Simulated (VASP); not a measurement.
# Ti (C2/c) in VASP: single point with r2SCAN

Aim: the single point of Ti with r2SCAN.

Program: VASP 6.6.1. These are calculated values, not measurements. Logs are shortened: lines on timing, memory, paths and dates and some standing lists are left out, and cuts for length are marked.

### Step 1. The cell of the first run

The structure is monoclinic, space group C2/c (No. 15). Conventional cell: a = 2.950 Å, b = 5.110 Å, c = 4.686 Å, α = 90.00°, β = 91.00°, γ = 90.00°. Within 3.8 Å of Ti (site symmetry 2) lie 12 Ti at 2.88 to 2.95 Å.

### Step 2. Single point, r2SCAN (strain +0.0175 x Voigt [0, 0, 0, 0, 1, 0])

Contents of POSCAR:

```
Ti
1.0
    2.9499978604      0.0000000000      0.0258124813
   -1.4749989302      2.5547730882     -0.0129062406
    0.0410025000      0.0000000000      4.6860000000
Ti
2
Direct
    0.3333333333      0.6666666667      0.2500000000
    0.6666666667      0.3333333333      0.7500000000
```

Contents of INCAR.step1:

```
  PREC = Accurate
  ENCUT = 520
  ISMEAR = -1
  SIGMA = 0.02
  LREAL = F
  LASPH = T
  NELM = 60
  NBANDS = 19
  GGA = PE
  ALGO = Normal
  EDIFF = 1E-4
  LWAVE = T
  LCHARG = F
```

Contents of INCAR.step2:

```
  PREC = Accurate
  ENCUT = 520
  EDIFF = 1E-6
  ISMEAR = -1
  SIGMA = 0.02
  LREAL = F
  LASPH = T
  NELM = 60
  ALGO = Normal
  ISIF = 2
  LWAVE = F
  LCHARG = F
  METAGGA = R2SCAN
  LMIXTAU = T
  NBANDS = 19
  ISTART = 1
```

Contents of KPOINTS:

```
Automatic mesh
0
Gamma
  18 18 10
```

Potentials or basis: VASP PAW PBE potentials, release 64 (Ti_sv).

Launch:

```sh
> cat potpaw_PBE.64/Ti_sv/POTCAR > POTCAR
> cp INCAR.step1 INCAR
> mpirun -np 1 vasp_std > vasp.out
> cp INCAR.step2 INCAR
> mpirun -np 1 vasp_std > vasp.out
```

OUTCAR:

```text
PREC = Accurate
   ENCUT = 520
   EDIFF = 1E-6
   ISMEAR = -1
   LREAL = F
   LASPH = T
   NELM = 60
   ISIF = 2
   METAGGA = R2SCAN
   ISTART = 1

 ion  position               nearest neighbor table
   1  0.333  0.667  0.250-   2 2.88   2 2.88   2 2.90   2 2.90   2 2.92   2 2.92
   2  0.667  0.333  0.750-   1 2.88   1 2.88   1 2.90   1 2.90   1 2.92   1 2.92

  LATTYP: Found a base centered monoclinic cell.
 ALAT       =     2.9501107878
 B/A-ratio  =     1.7319845063
 C/A-ratio  =     1.5884757284
 COS(beta)  =    -0.0174986603

  Lattice vectors:

 A1 = (  -1.4749989302,   2.5547730882,  -0.0129062406)
 A2 = (  -1.4749989302,  -2.5547730882,  -0.0129062407)
 A3 = (   0.0410025000,   0.0000000000,   4.6860000000)

Analysis of symmetry for initial positions (statically):
=====================================================================
 Subroutine PRICEL returns:
 Original cell was already a primitive cell.

 Routine SETGRP: Setting up the symmetry group for a
 base centered monoclinic supercell.

 Subroutine GETGRP returns: Found  4 space group operations
 (whereof  2 operations were pure point group operations)
 out of a pool of  4 trial point group operations.

The static configuration has the point symmetry S_2 .
 The point group associated with its full space group is C_2h.

Analysis of symmetry for dynamics (positions and initial velocities):
=====================================================================
 Subroutine PRICEL returns:
 Original cell was already a primitive cell.

 Routine SETGRP: Setting up the symmetry group for a
 base centered monoclinic supercell.

 Subroutine GETGRP returns: Found  4 space group operations
 (whereof  2 operations were pure point group operations)
 out of a pool of  4 trial point group operations.

The dynamic configuration has the point symmetry S_2 .
 The point group associated with its full space group is C_2h.

 Subroutine INISYM returns: Found  4 space group operations
 (whereof  2 operations are pure point group operations),
 and found     1 'primitive' translations

----------------------------------------------------------------------------------------

                                     Primitive cell

  volume of cell :      35.3137

  direct lattice vectors                    reciprocal lattice vectors
     2.949997860  0.000000000  0.025812481     0.339009252  0.195712098 -0.002966331
    -1.474998930  2.554773088 -0.012906241     0.000000000  0.391424195  0.000000000
     0.041002500  0.000000000  4.686000000    -0.001867407 -0.000000000  0.213417962

  length of vectors
     2.950110788  2.950026093  4.686179383     0.391457913  0.391424195  0.213426131

  position of ions in fractional coordinates (direct lattice)
     0.333333333  0.666666667  0.250000000
     0.666666667  0.333333333  0.750000000

  ion indices of the primitive-cell ions
   primitive index   ion index
                 1           1
                 2           2

----------------------------------------------------------------------------------------

 KPOINTS: Automatic mesh

Automatic generation of k-mesh.
 Grid dimensions read from file:
 generate k-points for:   18   18   10

 Generating k-lattice:

  Cartesian coordinates                     Fractional coordinates (reciprocal lattice)
     0.018833847  0.010872894 -0.000164796     0.055555556  0.000000000 -0.000000000
     0.000000000  0.021745789  0.000000000     0.000000000  0.055555556  0.000000000
    -0.000186741 -0.000000000  0.021341796     0.000000000 -0.000000000  0.100000000

  Length of vectors
     0.021747662  0.021745789  0.021342613

  Shift w.r.t. Gamma in fractional coordinates (k-lattice)
     0.000000000  0.000000000  0.000000000

 Subroutine IBZKPT returns following result:
 ===========================================

 Found    866 irreducible k-points:

 Following reciprocal coordinates:
            Coordinates               Weight
  0.000000  0.000000  0.000000      1.000000
  0.055556  0.000000  0.000000      4.000000
  0.111111  0.000000  0.000000      4.000000
  0.166667 -0.000000  0.000000      4.000000
  0.222222  0.000000  0.000000      4.000000
  0.277778  0.000000  0.000000      4.000000
[... 16 lines left out ...]
 -0.333333  0.055556  0.000000      4.000000
 -0.277778  0.055556 -0.000000      4.000000
 [... further k-points ...]
   k-points           NKPTS =    866   k-points in BZ     NKDIM =    866   number of bands    NBANDS=     19
   number of dos      NEDOS =    301   number of ions     NIONS =      2
   total plane-waves  NPLWV =  20736
   dimension x,y,z NGX =    24 NGY =   24 NGZ =   36
   dimension x,y,z NGXF=    48 NGYF=   48 NGZF=   72
   ions per type =               2
   NGX,Y,Z   is equivalent  to a cutoff of  13.52, 13.52, 12.77 a.u.
   NGXF,Y,Z  is equivalent  to a cutoff of  27.05, 27.05, 25.54 a.u.
 SYSTEM =  unknown system
   PREC   = accura    normal or accurate (medium, high low for compatibility)
   ISTART =      1    job   : 0-new  1-cont  2-samecut
   ICHARG =      0    charge: 1-file 2-atom 10-const
   ISPIN  =      1    spin polarized calculation?
   LNONCOLLINEAR =      F non collinear calculations
   LSORBIT =      F    spin-orbit coupling
   LASPH  =      T    aspherical Exc in radial PAW
   ENCUT  =  520.0 eV  38.22 Ry    6.18 a.u.   5.49  5.49  8.71*2*pi/ulx,y,z
   NELM   =     60;   NELMIN=  2; NELMDL=  0     # of ELM steps
   EDIFF  = 0.1E-05   stopping-criterion for ELM
   LREAL  =      F    real-space projection
   EDIFFG = 0.1E-04   stopping-criterion for IOM
   NSW    =      0    number of steps for IOM
   IBRION =     -1    ionic relax: 0-MD 1-quasi-New 2-CG
   NFREE  =      0    steps in history (QN), initial steepest desc. (CG)
   ISIF   =      2    stress and relaxation
   ISYM   =      2    0-nonsym 1-usesym 2-fastsym
   POTIM  = 0.5000    time-step for ionic-motion
   TEBEG  =    0.0;   TEEND  =   0.0 temperature during run
   PSTRESS=    0.0 pullay stress
   NELECT =      24.0000    total number of electrons
   NUPDOWN=      -1.0000    fix difference up-down
   EMIN   =  10.00;   EMAX   =-10.00  energy-range for DOS
   EFERMI =   0.00;   METHOD = LEGACY
   ISMEAR =    -1;   SIGMA  =   0.02  broadening in eV -4-tet -1-fermi 0-gaus
   EFERMI_NEDOS =   21; number of points for ismear=-14 and -15
   IALGO  =     38    algorithm
   IMIX   =      4    mixing-type and parameters
     AMIX     =   0.40;   BMIX     =  1.00
     AMIX_MAG =   1.60;   BMIX_MAG =  1.00
  volume/ion in A,a.u.               =      17.66       119.15
  Fermi-wavevector in a.u.,A,eV,Ry     =   1.439343  2.719963 28.187292  2.071708
  Thomas-Fermi vector in A             =   2.558209
   LORBIT       =      0    0 simple, 1 ext, 2 COOP (PROOUT), +10 PAW based schemes
   METAGGA = R2SCAN    functional components
   LHFCALC =     F    Hartree Fock is set to
   AEXX    =    0.0000 exact exchange contribution
   IVDW    =     0    specifies the selected vdW correction
   LEPSILON=     F    determine dielectric tensor
   LRPA    =     F    only Hartree local field effects (RPA)
 non-spin polarized calculation
  energy-cutoff  :      520.00
  volume of cell :       35.31
 maximum number of plane-waves:       980
 NGX is ok and might be reduce to    24
   NGX = 11   NGY = 11   NGZ = 17

 number of electron      24.0000000 magnetization

 Free energy of the ion-electron system (eV)
  ---------------------------------------------------
  ext. energy  EPLUGINS =         0.00000000
  ---------------------------------------------------
  free energy    TOTEN  =       -25.89730762 eV

  energy without entropy =      -25.89510242  energy(sigma->0) =      -25.89620502

 E-fermi :   8.2286     XC(G=0): -12.3123

 val. band max:        8.2272964791   @ k =   0.3889   0.2222   0.3000
 cond. band min:       8.2341651179   @ k =  -0.2222  -0.4444   0.4000
 fundamental gap:      0.0068686388
 Fermi energy:         8.2286092756

 k-point     1 :       0.0000    0.0000    0.0000
  band No.  band energies     occupation
      1     -51.0483      2.00000
      2     -50.9152      2.00000
      3     -26.5884      2.00000
      4     -25.9519      2.00000
      5     -25.9516      2.00000
      6     -25.8941      2.00000
[... 11 lines left out ...]
     18      10.0367      0.00000
     19      11.5388      0.00000

 k-point     2 :       0.0556    0.0000    0.0000
  band No.  band energies     occupation
      1     -51.0453      2.00000
      2     -50.9140      2.00000
      3     -26.5816      2.00000
      4     -25.9656      2.00000
      5     -25.9565      2.00000
      6     -25.8972      2.00000
[... 11 lines left out ...]
     18       9.9824      0.00000
     19      11.5672      0.00000

 k-point     3 :       0.1111    0.0000    0.0000
  band No.  band energies     occupation
      1     -51.0365      2.00000
      2     -50.9105      2.00000
      3     -26.5618      2.00000
      4     -26.0059      2.00000
      5     -25.9697      2.00000
      6     -25.9147      2.00000
[... 11 lines left out ...]
     18       9.8522      0.00000
     19      11.6358      0.00000

 k-point     4 :       0.1667   -0.0000    0.0000
  band No.  band energies     occupation
      1     -51.0228      2.00000
      2     -50.9055      2.00000
      3     -26.5301      2.00000
      4     -26.0680      2.00000
      5     -25.9893      2.00000
      6     -25.9746      2.00000
[... 407 lines left out ...]
     18      11.5605      0.00000
     19      11.9015      0.00000

 k-point    23 :      -0.3333    0.0556    0.0000
  band No.  band energies     occupation
      1     -50.9749      2.00000
      2     -50.8919      2.00000
      3     -26.4111      2.00000
      4     -26.2657      2.00000
      5     -26.1698      2.00000
      6     -26.0500      2.00000
[... 11 lines left out ...]
     18      11.1154      0.00000
     19      11.8660      0.00000

 k-point    24 :      -0.2778    0.0556   -0.0000
  band No.  band energies     occupation
      1     -50.9942      2.00000
      2     -50.8965      2.00000
      3     -26.4611      2.00000
      4     -26.1859      2.00000
      5     -26.1023      2.00000
      6     -26.0210      2.00000
[... 11 lines left out ...]
     18      10.6936      0.00000
     19      11.8155      0.00000

 [... further k-points ...]

------------------------ aborting loop because EDIFF is reached ----------------------------------------

  FORCE on cell =-STRESS in cart. coord.  units (eV):
  Direction    XX          YY          ZZ          XY          YZ          ZX
  --------------------------------------------------------------------------------------
  -------------------------------------------------------------------------------------
  Total       -0.3897502     -0.3932954     -0.5027795      0.0000000     -0.0000000     -0.2014221
  in kB      -17.6829158    -17.8437594    -22.8110390      0.0000000     -0.0000000     -9.1384950
  external PRESSURE =     -19.4459048 kB  Pullay stress =       0.0000000 kB

 VOLUME and BASIS-vectors are now :
 -----------------------------------------------------------------------------
  energy-cutoff  :      520.00
  volume of cell :       35.31
      direct lattice vectors                 reciprocal lattice vectors
     2.949997860  0.000000000  0.025812481     0.339009252  0.195712098 -0.002966331
    -1.474998930  2.554773088 -0.012906241     0.000000000  0.391424195  0.000000000
     0.041002500  0.000000000  4.686000000    -0.001867407 -0.000000000  0.213417962

 POSITION                                       TOTAL-FORCE (eV/Angst)
 -----------------------------------------------------------------------------------
      0.01025      1.70318      1.17150        -0.000000      0.000812      0.000000
      1.50575      0.85159      3.52741         0.000000     -0.000812     -0.000000
 -----------------------------------------------------------------------------------
    total drift:                               -0.000000      0.000000     -0.000000

  FREE ENERGIE OF THE ION-ELECTRON SYSTEM (eV)
  ---------------------------------------------------
  free  energy   TOTEN  =       -25.8973076248 eV

  energy  without entropy=      -25.8951024175  energy(sigma->0) =      -25.89620502
```

Wall time 11 min (1 thread of Intel Xeon 6975P-C (Granite Rapids), shared host); peak memory 0.54 GiB.

Results:

| Quantity | Value |
| --- | --- |
| Free energy | -25.8973 eV |
| Pressure | -1.9 GPa |
| Band gap on the k mesh | zero (bands 12 and 13 overlap by 1.26 eV) |

Caveat: the cell differs from its parent crystal (strain +0.0175 x Voigt [0, 0, 0, 0, 1, 0]); the PAW data sets were made with another functional, which shifts forces and pressure a little.
